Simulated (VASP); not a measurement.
Wanted: the native input for a VASP 6.6.1 run.

```yaml
Task: single point
Functional: PBE
Potentials_or_basis: VASP PAW PBE potentials, release 64 (Nb_sv, Te, Mo_sv)
Cutoff: 500 eV
k_mesh: 4 × 4 × 2
Occupations: gaussian, width 0.2 eV
Spin: no spin polarisation
Dipole_correction: no
Further_INCAR_settings: ALGO = Normal; EDIFF = 1e-06; NBANDS = 42
```

The structure of NbTe2Mo3 lies in POSCAR:

```
NbTe2Mo3
1.0
    4.4277692830      0.0000000000      0.0000000000
   -2.2138846415      3.8345606812      0.0000000000
    0.0000000000      0.0000000000      9.1147751676
Nb Te Mo
1 2 3
Direct
    0.3333333333      0.6666666667      0.0000000000
    0.3333333333      0.6666666667      0.3019161667
    0.3333333333      0.6666666667      0.6980838333
    0.6666666667      0.3333333333      0.0000000000
    0.6666666667      0.3333333333      0.6206935986
    0.6666666667      0.3333333333      0.3793064014
```

The cell was built from a structure type or drawn by symmetry, and may not be a known phase.

One way to write it, as run:

INCAR

```
SYSTEM = NbTe2Mo3
ALGO = Normal
EDIFF = 1E-6
ENCUT = 500
GGA = PE
GGA_COMPAT = .FALSE.
ISIF = 2
ISMEAR = 0
LASPH = .TRUE.
LCHARG = .TRUE.
LELF = .TRUE.
LREAL = .FALSE.
LVHAR = .TRUE.
LWAVE = .FALSE.
NBANDS = 42
NELM = 120
PREC = Accurate
SIGMA = 0.2
```

KPOINTS

```
k-points
0
G
  4 4 2
  0 0 0
```

Potentials or basis: VASP PAW PBE potentials, release 64 (Nb_sv, Te, Mo_sv).

Launch:

```bash
$ cat potpaw_PBE.64/Nb_sv/POTCAR potpaw_PBE.64/Te/POTCAR potpaw_PBE.64/Mo_sv/POTCAR > POTCAR
$ mpirun -np 1 vasp_std > vasp.out
```

Results of the run:

The pressure is 0.2 GPa, the largest force is 0.270 eV/Å and the band gap on the k mesh is zero (an odd number of electrons rules out a gap without spin polarisation).

Caveat: the k points lie up to 0.41 Å⁻¹ apart, too coarse for converged energies and pressures of a metal; spin-orbit coupling is left out, which moves the levels of the heavy elements.

It took 42 s on 1 thread of AMD EPYC 9R45 96-Core Processor (Zen 5) (shared host), peak memory 0.24 GiB.
